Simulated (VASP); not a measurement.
# NiAu (R-3m) in VASP: further runs

Runs on NiAu. Level: PBEsol. Tasks: single point, relaxation of cell and atoms.

All numbers are computed with VASP 6.6.1; they aren't measurements. Logs are shortened: lines on timing, memory, paths and dates and some standing lists are left out, and cuts for length are marked.

## Step 1: The cell of the first run

It takes space group R-3m (No. 166, trigonal). Conventional cell: a = 2.763 Å, b = 2.763 Å, c = 12.641 Å, α = 90.00°, β = 90.00°, γ = 120.00°. Within 3.5 Å of Ni (site symmetry -3m) lie 6 Au at 2.64 Å and 6 Ni at 2.76 Å. Au (site symmetry -3m) has 6 Ni at 2.64 Å and 6 Au at 2.76 Å within 3.5 Å.

## Step 2: Single point, PBEsol

The input, INCAR:

```
SYSTEM = NiAu
  ALGO = Normal
  EDIFF = 1E-6
  ENCUT = 600
  GGA = PS
  GGA_COMPAT = .FALSE.
  ISIF = 2
  ISMEAR = 0
  LASPH = .TRUE.
  LCHARG = .FALSE.
  LREAL = .FALSE.
  LWAVE = .FALSE.
  NBANDS = 18
  NELM = 120
  PREC = Accurate
  SIGMA = 0.1
```

The input, KPOINTS:

```
k-points
0
G
  18 18 18
  0 0 0
```

The input, POSCAR:

```
NiAu
1.0
    1.3813366981      0.7975151144      4.2136533443
   -1.3813366981      0.7975151144      4.2136533443
    0.0000000000     -1.5950302289      4.2136533442
Ni Au
1 1
Direct
    0.5000000000      0.5000000000      0.5000000000
    0.0000000000      0.0000000000      0.0000000000
```

Potentials or basis: VASP PAW PBE potentials, release 64 (Ni, Au).

The run is started by

```bash
> cat potpaw_PBE.64/Ni/POTCAR potpaw_PBE.64/Au/POTCAR > POTCAR
> mpirun -np 1 vasp_std > vasp.out
```

OUTCAR:

```text
SYSTEM = NiAu
   EDIFF = 1E-6
   ENCUT = 600
   GGA = PS
   ISIF = 2
   ISMEAR = 0
   LASPH = .TRUE.
   LREAL = .FALSE.
   NELM = 120
   PREC = Accurate

 ion  position               nearest neighbor table
   1  0.500  0.500  0.500-   2 2.64   2 2.64   2 2.64   2 2.64   2 2.64   2 2.64
   2  0.000  0.000  0.000-   1 2.64   1 2.64   1 2.64   1 2.64   1 2.64   1 2.64

  LATTYP: Found a trigonal (rhomboedric) cell.
 ALAT       =     4.5054407040
 COS(alpha) =     0.8120014330

  Lattice vectors:

 A1 = (   1.3813366981,   0.7975151144,   4.2136533443)
 A2 = (  -1.3813366981,   0.7975151144,   4.2136533443)
 A3 = (   0.0000000000,  -1.5950302289,   4.2136533442)

Analysis of symmetry for initial positions (statically):
=====================================================================
 Subroutine PRICEL returns:
 Original cell was already a primitive cell.

 Routine SETGRP: Setting up the symmetry group for a
 trigonal (rhombohedral) supercell.

 Subroutine GETGRP returns: Found 12 space group operations
 (whereof 12 operations were pure point group operations)
 out of a pool of 12 trial point group operations.

The static configuration has the point symmetry D_3d.

Analysis of symmetry for dynamics (positions and initial velocities):
=====================================================================
 Subroutine PRICEL returns:
 Original cell was already a primitive cell.

 Routine SETGRP: Setting up the symmetry group for a
 trigonal (rhombohedral) supercell.

 Subroutine GETGRP returns: Found 12 space group operations
 (whereof 12 operations were pure point group operations)
 out of a pool of 12 trial point group operations.

The dynamic configuration has the point symmetry D_3d.

 Subroutine INISYM returns: Found 12 space group operations
 (whereof 12 operations are pure point group operations),
 and found     1 'primitive' translations

----------------------------------------------------------------------------------------

                                     Primitive cell

  volume of cell :      27.8515

  direct lattice vectors                    reciprocal lattice vectors
     1.381336698  0.797515114  4.213653344     0.361968230  0.208982455  0.079107916
    -1.381336698  0.797515114  4.213653344    -0.361968230  0.208982455  0.079107916
     0.000000000 -1.595030229  4.213653344     0.000000000 -0.417964910  0.079107916

  length of vectors
     4.505440704  4.505440704  4.505440704     0.425385388  0.425385388  0.425385388

  position of ions in fractional coordinates (direct lattice)
     0.500000000  0.500000000  0.500000000
     0.000000000  0.000000000  0.000000000

  ion indices of the primitive-cell ions
   primitive index   ion index
                 1           1
                 2           2

----------------------------------------------------------------------------------------

 KPOINTS: k-points

Automatic generation of k-mesh.
 Grid dimensions read from file:
 generate k-points for:   18   18   18

 Generating k-lattice:

  Cartesian coordinates                     Fractional coordinates (reciprocal lattice)
     0.020109346  0.011610136  0.004394884     0.055555556 -0.000000000 -0.000000000
    -0.020109346  0.011610136  0.004394884    -0.000000000  0.055555556 -0.000000000
     0.000000000 -0.023220273  0.004394884    -0.000000000 -0.000000000  0.055555556

  Length of vectors
     0.023632522  0.023632522  0.023632522

  Shift w.r.t. Gamma in fractional coordinates (k-lattice)
     0.000000000  0.000000000  0.000000000

 Subroutine IBZKPT returns following result:
 ===========================================

 Found    580 irreducible k-points:

 Following reciprocal coordinates:
            Coordinates               Weight
  0.000000  0.000000  0.000000      1.000000
  0.055556 -0.000000  0.000000      6.000000
  0.111111 -0.000000  0.000000      6.000000
  0.166667 -0.000000  0.000000      6.000000
  0.222222 -0.000000  0.000000      6.000000
  0.277778 -0.000000  0.000000      6.000000
[... 16 lines left out ...]
 -0.277778  0.055556  0.000000     12.000000
 -0.222222  0.055556 -0.000000     12.000000
 [... further k-points ...]
   k-points           NKPTS =    580   k-points in BZ     NKDIM =    580   number of bands    NBANDS=     18
   number of dos      NEDOS =    301   number of ions     NIONS =      2
   total plane-waves  NPLWV =  46656
   dimension x,y,z NGX =    36 NGY =   36 NGZ =   36
   dimension x,y,z NGXF=    72 NGYF=   72 NGZF=   72
   ions per type =               1   1
   NGX,Y,Z   is equivalent  to a cutoff of  13.28, 13.28, 13.28 a.u.
   NGXF,Y,Z  is equivalent  to a cutoff of  26.57, 26.57, 26.57 a.u.
 SYSTEM =  NiAu
   PREC   = accura    normal or accurate (medium, high low for compatibility)
   ISTART =      0    job   : 0-new  1-cont  2-samecut
   ICHARG =      2    charge: 1-file 2-atom 10-const
   ISPIN  =      1    spin polarized calculation?
   LNONCOLLINEAR =      F non collinear calculations
   LSORBIT =      F    spin-orbit coupling
   LASPH  =      T    aspherical Exc in radial PAW
   ENCUT  =  600.0 eV  44.10 Ry    6.64 a.u.   9.00  9.00  9.00*2*pi/ulx,y,z
   NELM   =    120;   NELMIN=  2; NELMDL= -5     # of ELM steps
   EDIFF  = 0.1E-05   stopping-criterion for ELM
   LREAL  =      F    real-space projection
   EDIFFG = 0.1E-04   stopping-criterion for IOM
   NSW    =      0    number of steps for IOM
   IBRION =     -1    ionic relax: 0-MD 1-quasi-New 2-CG
   NFREE  =      0    steps in history (QN), initial steepest desc. (CG)
   ISIF   =      2    stress and relaxation
   ISYM   =      2    0-nonsym 1-usesym 2-fastsym
   POTIM  = 0.5000    time-step for ionic-motion
   TEBEG  =    0.0;   TEEND  =   0.0 temperature during run
   PSTRESS=    0.0 pullay stress
   NELECT =      21.0000    total number of electrons
   NUPDOWN=      -1.0000    fix difference up-down
   EMIN   =  10.00;   EMAX   =-10.00  energy-range for DOS
   EFERMI =   0.00;   METHOD = LEGACY
   ISMEAR =     0;   SIGMA  =   0.10  broadening in eV -4-tet -1-fermi 0-gaus
   EFERMI_NEDOS =   21; number of points for ismear=-14 and -15
   IALGO  =     38    algorithm
   IMIX   =      4    mixing-type and parameters
     AMIX     =   0.40;   BMIX     =  1.00
     AMIX_MAG =   1.60;   BMIX_MAG =  1.00
  volume/ion in A,a.u.               =      13.93        93.98
  Fermi-wavevector in a.u.,A,eV,Ry     =   1.490042  2.815771 30.207985  2.220224
  Thomas-Fermi vector in A             =   2.602874
   LORBIT       =      0    0 simple, 1 ext, 2 COOP (PROOUT), +10 PAW based schemes
   GGA     = PS    functional components
   LHFCALC =     F    Hartree Fock is set to
   AEXX    =    0.0000 exact exchange contribution
   IVDW    =     0    specifies the selected vdW correction
   LEPSILON=     F    determine dielectric tensor
   LRPA    =     F    only Hartree local field effects (RPA)
 non-spin polarized calculation
 Gauss-broadening in eV      SIGMA  =   0.10
  energy-cutoff  :      600.00
  volume of cell :       27.85
 maximum number of plane-waves:       956
   NGX = 17   NGY = 17   NGZ = 17

 number of electron      20.9999996 magnetization

 Free energy of the ion-electron system (eV)
  ---------------------------------------------------
  ext. energy  EPLUGINS =         0.00000000
  ---------------------------------------------------
  free energy    TOTEN  =        -9.71707546 eV

  energy without entropy =       -9.70277277  energy(sigma->0) =       -9.70992412

 E-fermi :   9.1701     XC(G=0): -13.1017

 val. band max:        9.1693790237   @ k =  -0.1111   0.2778   0.1111
 cond. band min:       9.1717158110   @ k =  -0.2778  -0.2778   0.2222
 fundamental gap:      0.0023367872
 Fermi energy:         9.1701426713

 k-point     1 :       0.0000    0.0000    0.0000
  band No.  band energies     occupation
      1      -0.5888      2.00000
      2       2.5271      2.00000
      3       4.3773      2.00000
      4       4.3773      2.00000
      5       5.8891      2.00000
      6       5.8891      2.00000
[... 10 lines left out ...]
     17      27.7040      0.00000
     18      31.0121      0.00000

 k-point     2 :       0.0556   -0.0000    0.0000
  band No.  band energies     occupation
      1      -0.4785      2.00000
      2       2.5893      2.00000
      3       4.3263      2.00000
      4       4.4513      2.00000
      5       5.7540      2.00000
      6       5.8838      2.00000
[... 10 lines left out ...]
     17      27.5809      0.00000
     18      30.3012      0.00000

 k-point     3 :       0.1111   -0.0000    0.0000
  band No.  band energies     occupation
      1      -0.1551      2.00000
      2       2.7668      2.00000
      3       4.1941      2.00000
      4       4.6690      2.00000
      5       5.4008      2.00000
      6       5.8686      2.00000
[... 10 lines left out ...]
     17      27.3970      0.00000
     18      28.8982      0.00000

 k-point     4 :       0.1667   -0.0000    0.0000
  band No.  band energies     occupation
      1       0.3554      2.00000
      2       3.0174      2.00000
      3       4.0539      2.00000
      4       4.9437      2.00000
      5       5.0151      2.00000
      6       5.8462      2.00000
[... 375 lines left out ...]
      4       5.2187      2.00000
      5       5.5714      2.00000
      6       6.9692      2.00000
[... 10 lines left out ...]
     17      24.6989      0.00000
     18      26.7857      0.00000

 k-point    23 :      -0.2778    0.0556    0.0000
  band No.  band energies     occupation
      1       1.9077      2.00000
      2       3.3636      2.00000
      3       3.9058      2.00000
      4       4.6194      2.00000
      5       5.6119      2.00000
      6       6.4554      2.00000
[... 10 lines left out ...]
     17      25.4996      0.00000
     18      27.4754      0.00000

 k-point    24 :      -0.2222    0.0556   -0.0000
  band No.  band energies     occupation
      1       1.3688      2.00000
      2       3.2936      2.00000
      3       4.1283      2.00000
      4       4.2439      2.00000
      5       5.6232      2.00000
      6       5.9321      2.00000
[... 10 lines left out ...]
     17      26.2696      0.00000
     18      27.8340      0.00000

 [... further k-points ...]

------------------------ aborting loop because EDIFF is reached ----------------------------------------

  FORCE on cell =-STRESS in cart. coord.  units (eV):
  Direction    XX          YY          ZZ          XY          YZ          ZX
  --------------------------------------------------------------------------------------
  -------------------------------------------------------------------------------------
  Total       -0.0101213     -0.0101213     -0.0054744      0.0000000     -0.0000000      0.0000000
  in kB       -0.5822345     -0.5822345     -0.3149166      0.0000000     -0.0000000      0.0000000
  external PRESSURE =      -0.4931285 kB  Pullay stress =       0.0000000 kB

 VOLUME and BASIS-vectors are now :
 -----------------------------------------------------------------------------
  energy-cutoff  :      600.00
  volume of cell :       27.85
      direct lattice vectors                 reciprocal lattice vectors
     1.381336698  0.797515114  4.213653344     0.361968230  0.208982455  0.079107916
    -1.381336698  0.797515114  4.213653344    -0.361968230  0.208982455  0.079107916
     0.000000000 -1.595030229  4.213653344     0.000000000 -0.417964910  0.079107916

 POSITION                                       TOTAL-FORCE (eV/Angst)
 -----------------------------------------------------------------------------------
      0.00000     -0.00000      6.32048        -0.000000     -0.000000     -0.000000
      0.00000      0.00000      0.00000         0.000000      0.000000      0.000000
 -----------------------------------------------------------------------------------
    total drift:                                0.000000     -0.000000      0.000000

  FREE ENERGIE OF THE ION-ELECTRON SYSTEM (eV)
  ---------------------------------------------------
  free  energy   TOTEN  =        -9.7170754585 eV

  energy  without entropy=       -9.7027727742  energy(sigma->0) =       -9.70992412
```

Wall time 10 min (1 thread of AMD EPYC 7R43 (Zen 3), shared host); peak memory 0.48 GiB.

Results:

```
Free energy            : -9.7171 eV
Pressure               : 0.0 GPa
Band gap on the k mesh : zero (an odd number of electrons rules out a gap without spin polarisation)
```

Caveat: the PAW data sets were made with another functional, which shifts forces and pressure a little; spin-orbit coupling is left out, which moves the levels of the heavy elements. Spin polarisation is off, so any magnetic state and its effect on volume and gap are missing.

[end of part 1 of 2]
